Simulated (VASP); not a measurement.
# Ir (Pmma) in VASP: notebook

Ir is run at these levels: LDA; tasks: single point.

Everything below comes from runs of VASP 6.6.1. Logs are shortened: lines on timing, memory, paths and dates and some standing lists are left out, and cuts for length are marked.

## 1. The cell of the first run

It takes space group Pmma (No. 51, orthorhombic). The conventional cell has a = 12.238 Å, b = 2.233 Å, c = 7.193 Å, α = 90.00°, β = 90.00°, γ = 90.00°. Within 3.0 Å of Ir (site symmetry mm2) lie 2 Ir at 2.23 Å.

## 2. Single point, LDA

Contents of INCAR:

```
  PREC = Accurate
  ENCUT = 520
  EDIFF = 1E-6
  ISMEAR = 1
  SIGMA = 0.15
  LREAL = F
  LASPH = T
  NELM = 100
  ALGO = Normal
  ISIF = 2
  LWAVE = F
  LCHARG = F
  NBANDS = 16
```

Contents of KPOINTS:

```
regular mesh
0
Gamma
  2 6 2
```

Contents of POSCAR:

```
Ir
1.0
   12.2384552500      0.0000000000      0.0000000000
    0.0000000000      2.2334312600      0.0000000000
    0.0000000000      0.0000000000      7.1930008000
Ir
2
Direct
    0.2500000000      0.0000000000      0.1639884000
    0.7500000000      0.0000000000      0.8360116000
```

Potentials or basis: VASP PAW LDA potentials, release 64 (Ir).

Run with:

```bash
$ cat potpaw_LDA.64/Ir/POTCAR > POTCAR
$ mpirun -np 1 vasp_std > vasp.out
```

OUTCAR:

```text
PREC = Accurate
   ENCUT = 520
   EDIFF = 1E-6
   ISMEAR = 1
   LREAL = F
   LASPH = T
   NELM = 100
   ISIF = 2

 ion  position               nearest neighbor table
   1  0.250  0.000  0.164-
   2  0.750  0.000  0.836-

  LATTYP: Found a simple orthorhombic cell.
 ALAT       =     2.2334312600
 B/A-ratio  =     3.2206054105
 C/A-ratio  =     5.4796650648

  Lattice vectors:

 A1 = (   0.0000000000,   2.2334312600,   0.0000000000)
 A2 = (   0.0000000000,   0.0000000000,   7.1930008000)
 A3 = (  12.2384552500,   0.0000000000,   0.0000000000)

Analysis of symmetry for initial positions (statically):
=====================================================================
 Subroutine PRICEL returns:
 Original cell was already a primitive cell.

 Routine SETGRP: Setting up the symmetry group for a
 simple orthorhombic supercell.

 Subroutine GETGRP returns: Found  8 space group operations
 (whereof  4 operations were pure point group operations)
 out of a pool of  8 trial point group operations.

The static configuration has the point symmetry C_2h.
 The point group associated with its full space group is D_2h.

Analysis of symmetry for dynamics (positions and initial velocities):
=====================================================================
 Subroutine PRICEL returns:
 Original cell was already a primitive cell.

 Routine SETGRP: Setting up the symmetry group for a
 simple orthorhombic supercell.

 Subroutine GETGRP returns: Found  8 space group operations
 (whereof  4 operations were pure point group operations)
 out of a pool of  8 trial point group operations.

The dynamic configuration has the point symmetry C_2h.
 The point group associated with its full space group is D_2h.

 Subroutine INISYM returns: Found  8 space group operations
 (whereof  4 operations are pure point group operations),
 and found     1 'primitive' translations

----------------------------------------------------------------------------------------

                                     Primitive cell

  volume of cell :     196.6117

  direct lattice vectors                    reciprocal lattice vectors
    12.238455250  0.000000000  0.000000000     0.081709659  0.000000000  0.000000000
     0.000000000  2.233431260  0.000000000     0.000000000  0.447741562  0.000000000
     0.000000000  0.000000000  7.193000800     0.000000000  0.000000000  0.139024036

  length of vectors
    12.238455250  2.233431260  7.193000800     0.081709659  0.447741562  0.139024036

  position of ions in fractional coordinates (direct lattice)
     0.250000000  0.000000000  0.163988400
     0.750000000  0.000000000  0.836011600

  ion indices of the primitive-cell ions
   primitive index   ion index
                 1           1
                 2           2

----------------------------------------------------------------------------------------

 KPOINTS: regular mesh

Automatic generation of k-mesh.
 Grid dimensions read from file:
 generate k-points for:    2    6    2

 Generating k-lattice:

  Cartesian coordinates                     Fractional coordinates (reciprocal lattice)
     0.040854829  0.000000000  0.000000000     0.500000000  0.000000000  0.000000000
     0.000000000  0.074623594  0.000000000     0.000000000  0.166666667  0.000000000
     0.000000000  0.000000000  0.069512018     0.000000000  0.000000000  0.500000000

  Length of vectors
     0.040854829  0.074623594  0.069512018

  Shift w.r.t. Gamma in fractional coordinates (k-lattice)
     0.000000000  0.000000000  0.000000000

 Subroutine IBZKPT returns following result:
 ===========================================

 Found     16 irreducible k-points:

 Following reciprocal coordinates:
            Coordinates               Weight
  0.000000  0.000000  0.000000      1.000000
  0.500000  0.000000  0.000000      1.000000
  0.000000  0.166667  0.000000      2.000000
  0.500000  0.166667  0.000000      2.000000
  0.000000  0.333333  0.000000      2.000000
  0.500000  0.333333  0.000000      2.000000
[... 8 lines left out ...]
  0.000000  0.500000  0.500000      1.000000
  0.500000  0.500000  0.500000      1.000000
   k-points           NKPTS =     16   k-points in BZ     NKDIM =     16   number of bands    NBANDS=     16
   number of dos      NEDOS =    301   number of ions     NIONS =      2
   total plane-waves  NPLWV =  93312
   dimension x,y,z NGX =    96 NGY =   18 NGZ =   54
   dimension x,y,z NGXF=   192 NGYF=   36 NGZF=  108
   ions per type =               2
   NGX,Y,Z   is equivalent  to a cutoff of  13.04, 13.40, 12.48 a.u.
   NGXF,Y,Z  is equivalent  to a cutoff of  26.08, 26.80, 24.96 a.u.
 SYSTEM =  unknown system
   PREC   = accura    normal or accurate (medium, high low for compatibility)
   ISTART =      0    job   : 0-new  1-cont  2-samecut
   ICHARG =      2    charge: 1-file 2-atom 10-const
   ISPIN  =      1    spin polarized calculation?
   LNONCOLLINEAR =      F non collinear calculations
   LSORBIT =      F    spin-orbit coupling
   LASPH  =      T    aspherical Exc in radial PAW
   ENCUT  =  520.0 eV  38.22 Ry    6.18 a.u.  22.76  4.15 13.37*2*pi/ulx,y,z
   NELM   =    100;   NELMIN=  2; NELMDL= -5     # of ELM steps
   EDIFF  = 0.1E-05   stopping-criterion for ELM
   LREAL  =      F    real-space projection
   EDIFFG = 0.1E-04   stopping-criterion for IOM
   NSW    =      0    number of steps for IOM
   IBRION =     -1    ionic relax: 0-MD 1-quasi-New 2-CG
   NFREE  =      0    steps in history (QN), initial steepest desc. (CG)
   ISIF   =      2    stress and relaxation
   ISYM   =      2    0-nonsym 1-usesym 2-fastsym
   POTIM  = 0.5000    time-step for ionic-motion
   TEBEG  =    0.0;   TEEND  =   0.0 temperature during run
   PSTRESS=    0.0 pullay stress
   NELECT =      18.0000    total number of electrons
   NUPDOWN=      -1.0000    fix difference up-down
   EMIN   =  10.00;   EMAX   =-10.00  energy-range for DOS
   EFERMI =   0.00;   METHOD = LEGACY
   ISMEAR =     1;   SIGMA  =   0.15  broadening in eV -4-tet -1-fermi 0-gaus
   EFERMI_NEDOS =   21; number of points for ismear=-14 and -15
   IALGO  =     38    algorithm
   IMIX   =      4    mixing-type and parameters
     AMIX     =   0.40;   BMIX     =  1.00
     AMIX_MAG =   1.60;   BMIX_MAG =  1.00
  volume/ion in A,a.u.               =      98.31       663.40
  Fermi-wavevector in a.u.,A,eV,Ry     =   0.737841  1.394317  7.407131  0.544409
  Thomas-Fermi vector in A             =   1.831619
   LORBIT       =      0    0 simple, 1 ext, 2 COOP (PROOUT), +10 PAW based schemes
   GGA     = CA    functional components
   LHFCALC =     F    Hartree Fock is set to
   AEXX    =    0.0000 exact exchange contribution
   IVDW    =     0    specifies the selected vdW correction
   LEPSILON=     F    determine dielectric tensor
   LRPA    =     F    only Hartree local field effects (RPA)
 non-spin polarized calculation
 Methfessel and Paxton  Order N= 1 SIGMA  =   0.15
  energy-cutoff  :      520.00
  volume of cell :      196.61
 maximum number of plane-waves:      5360
 NGX is ok and might be reduce to    96
   NGX = 45   NGY =  9   NGZ = 27

 number of electron      18.0000000 magnetization

 Free energy of the ion-electron system (eV)
  ---------------------------------------------------
  ext. energy  EPLUGINS =         0.00000000
  ---------------------------------------------------
  free energy    TOTEN  =       -11.03046631 eV

  energy without entropy =      -11.02979784  energy(sigma->0) =      -11.03024349

 E-fermi :  -4.0118     XC(G=0):  -4.3704

 val. band max:       -4.0139060557   @ k =   0.0000   0.3333   0.0000
 cond. band min:      -4.0062137786   @ k =   0.0000   0.3333   0.5000
 fundamental gap:      0.0076922771
 Fermi energy:        -4.0117563435

 k-point     1 :       0.0000    0.0000    0.0000
  band No.  band energies     occupation
      1     -11.4394      2.00000
      2     -11.4390      2.00000
      3      -6.0324      2.00000
      4      -5.9725      2.00000
      5      -5.4011      2.00000
      6      -5.3972      2.00000
[... 8 lines left out ...]
     15      -0.6085      0.00000
     16      -0.4992      0.00000

 k-point     2 :       0.5000    0.0000    0.0000
  band No.  band energies     occupation
      1     -11.4392      2.00000
      2     -11.4392      2.00000
      3      -6.0029      2.00000
      4      -6.0029      2.00000
      5      -5.4021      2.00000
      6      -5.4021      2.00000
[... 8 lines left out ...]
     15      -0.6224      0.00000
     16      -0.6224      0.00000

 k-point     3 :       0.0000    0.1667    0.0000
  band No.  band energies     occupation
      1      -8.9311      2.00000
      2      -8.9306      2.00000
      3      -5.3659      2.00000
      4      -5.3102      2.00000
      5      -5.0166      2.00000
      6      -5.0136      2.00000
[... 8 lines left out ...]
     15       1.4352      0.00000
     16       1.5834      0.00000

 k-point     4 :       0.5000    0.1667    0.0000
  band No.  band energies     occupation
      1      -8.9308      2.00000
      2      -8.9308      2.00000
      3      -5.3385      2.00000
      4      -5.3385      2.00000
      5      -5.0174      2.00000
      6      -5.0174      2.00000
[... 8 lines left out ...]
     15       1.4011      0.00000
     16       1.4011      0.00000
[... 172 lines left out ...]
 k-point    14 :       0.5000    0.3333    0.5000
  band No.  band energies     occupation
      1      -7.3136      2.00000
      2      -7.3136      2.00000
      3      -7.3124      2.00000
      4      -7.3124      2.00000
      5      -4.1544      2.03860
      6      -4.1544      2.03860
[... 8 lines left out ...]
     15       3.9367      0.00000
     16       3.9367      0.00000

 k-point    15 :       0.0000    0.5000    0.5000
  band No.  band energies     occupation
      1      -8.4672      2.00000
      2      -8.4666      2.00000
      3      -8.4666      2.00000
      4      -8.4664      2.00000
      5      -3.6625     -0.00482
      6      -3.6624     -0.00480
[... 8 lines left out ...]
     15       6.6024      0.00000
     16       7.0642      0.00000

 k-point    16 :       0.5000    0.5000    0.5000
  band No.  band energies     occupation
      1      -8.4669      2.00000
      2      -8.4669      2.00000
      3      -8.4665      2.00000
      4      -8.4665      2.00000
      5      -3.6630     -0.00488
      6      -3.6630     -0.00488
[... 8 lines left out ...]
     15       6.9158      0.00000
     16       6.9158      0.00000

------------------------ aborting loop because EDIFF is reached ----------------------------------------

  FORCE on cell =-STRESS in cart. coord.  units (eV):
  Direction    XX          YY          ZZ          XY          YZ          ZX
  --------------------------------------------------------------------------------------
  -------------------------------------------------------------------------------------
  Total       -0.0566848     -1.9800408      0.0121560      0.0000000      0.0000000     -0.0000000
  in kB       -0.4619209    -16.1352393      0.0990583      0.0000000      0.0000000     -0.0000000
  external PRESSURE =      -5.4993673 kB  Pullay stress =       0.0000000 kB

 VOLUME and BASIS-vectors are now :
 -----------------------------------------------------------------------------
  energy-cutoff  :      520.00
  volume of cell :      196.61
      direct lattice vectors                 reciprocal lattice vectors
    12.238455250  0.000000000  0.000000000     0.081709659  0.000000000  0.000000000
     0.000000000  2.233431260  0.000000000     0.000000000  0.447741562  0.000000000
     0.000000000  0.000000000  7.193000800     0.000000000  0.000000000  0.139024036

 POSITION                                       TOTAL-FORCE (eV/Angst)
 -----------------------------------------------------------------------------------
      3.05961      0.00000      1.17957         0.000000      0.000000     -0.001873
      9.17884      0.00000      6.01343         0.000000      0.000000      0.001873
 -----------------------------------------------------------------------------------
    total drift:                                0.000000      0.000000     -0.000000

  FREE ENERGIE OF THE ION-ELECTRON SYSTEM (eV)
  ---------------------------------------------------
  free  energy   TOTEN  =       -11.0304663103 eV

  energy  without entropy=      -11.0297978433  energy(sigma->0) =      -11.03024349
```

Run time: 20 s. Hardware: 1 thread of Intel Xeon Platinum 8559C (Emerald Rapids), shared host; peak memory 0.23 GiB.

What came out:

- Free energy: -11.0305 eV
- Pressure: -0.5 GPa
- Band gap on the k mesh: zero (band 9 reaches -1.27 eV, above the bottom of band 10 at -4.31 eV)

Caveat: the k points lie up to 0.47 Å⁻¹ apart; spin-orbit coupling is left out, which moves the levels of the heavy elements.

## 3. Single point, LDA

Contents of INCAR:

```
SYSTEM = Ir
ALGO = Normal ; EDIFF = 1E-6
ENCUT = 520 ; GGA = CA
ISIF = 2 ; ISMEAR = 1
LASPH = .TRUE. ; LCHARG = .FALSE.
LREAL = .FALSE. ; LWAVE = .FALSE.
NBANDS = 16 ; NELM = 60
PREC = Accurate ; SIGMA = 0.15
```

Contents of KPOINTS:

```
k-points
0
G
  2 8 3
  0 0 0
```

POSCAR is that of step 2.

Potentials or basis: VASP PAW LDA potentials, release 64 (Ir).

Run with:

```bash
$ cat potpaw_LDA.64/Ir/POTCAR > POTCAR
$ mpirun -np 1 vasp_std > vasp.out
```

Wall time 26 s (1 thread of Intel Xeon Platinum 8559C (Emerald Rapids), shared host); peak memory 0.24 GiB.

The run converged. Its results:

- Free energy: -11.1647 eV
- Pressure: 0.5 GPa
- Band gap on the k mesh: zero (band 9 reaches -1.55 eV, above the bottom of band 10 at -4.58 eV)

Forces on the atoms (eV/Å):
```
Ir   0.000  0.000 -0.002
Ir   0.000  0.000  0.002
```

Stress tensor (GPa, compression positive):
```
-0.04  0.00  0.00
 0.00  1.58  0.00
 0.00  0.00 -0.03
```

Levels at points of the mesh, in eV from the Fermi level:
| k point | band 4 | band 5 | band 6 | band 7 | band 8 | band 9 | band 10 | band 11 | band 12 | band 13 |
| --- | --- | --- | --- | --- | --- | --- | --- | --- | --- | --- |
| (0.00, 0.00, 0.00) | -2.33 | -1.71 | -1.71 | -1.70 | -1.70 | 2.13 | 2.13 | 2.13 | 2.13 | 2.49 |
| (0.50, 0.00, 0.00) | -2.36 | -1.71 | -1.71 | -1.70 | -1.70 | 2.13 | 2.13 | 2.13 | 2.13 | 2.77 |
| (0.00, 0.50, 0.00) | -5.03 | 0.04 | 0.04 | 0.04 | 0.04 | 0.86 | 0.87 | 5.61 | 5.67 | 10.12 |
| (0.50, 0.50, 0.00) | -5.03 | 0.04 | 0.04 | 0.04 | 0.04 | 0.86 | 0.86 | 5.64 | 5.64 | 10.33 |

Caveat: spin-orbit coupling is left out, which moves the levels of the heavy elements.

(Part 1 of 2 ends here.)
